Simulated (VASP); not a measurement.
Input of a VASP 6.6.1 run:

The input INCAR:

```
PREC = Accurate
ENCUT = 520
EDIFF = 1E-6
ISMEAR = -1
SIGMA = 0.05
LREAL = False
LASPH = True
NELM = 150
ALGO = Normal
ISIF = 2
LWAVE = False
LCHARG = False
ISPIN = 2
MAGMOM = 0 0
LORBIT = 11
NUPDOWN = 0.0
LMAXMIX = 4
GGA = PE
NBANDS = 22
```

Contents of KPOINTS:

```
regular mesh
0
Gamma
  10 10 10
```

File POSCAR:

```
ZnCu
1.0
    2.9450000000      0.0000000000      0.0000000000
    0.0000000000      2.9450000000      0.0000000000
    0.0000000000      0.0000000000      2.9450000000
Zn Cu
1 1
Direct
    0.5000000000      0.5000000000      0.5000000000
    0.0000000000      0.0000000000      0.0000000000
```

Potentials or basis: VASP PAW PBE potentials, release 64 (Zn, Cu).

Run with:

```sh
$ cat potpaw_PBE.64/Zn/POTCAR potpaw_PBE.64/Cu/POTCAR > POTCAR
$ mpirun -np 1 vasp_std > vasp.out
```

Predict the pressure.

2.9 GPa.

Caveat: the total moment is fixed, so each spin has its own Fermi level.
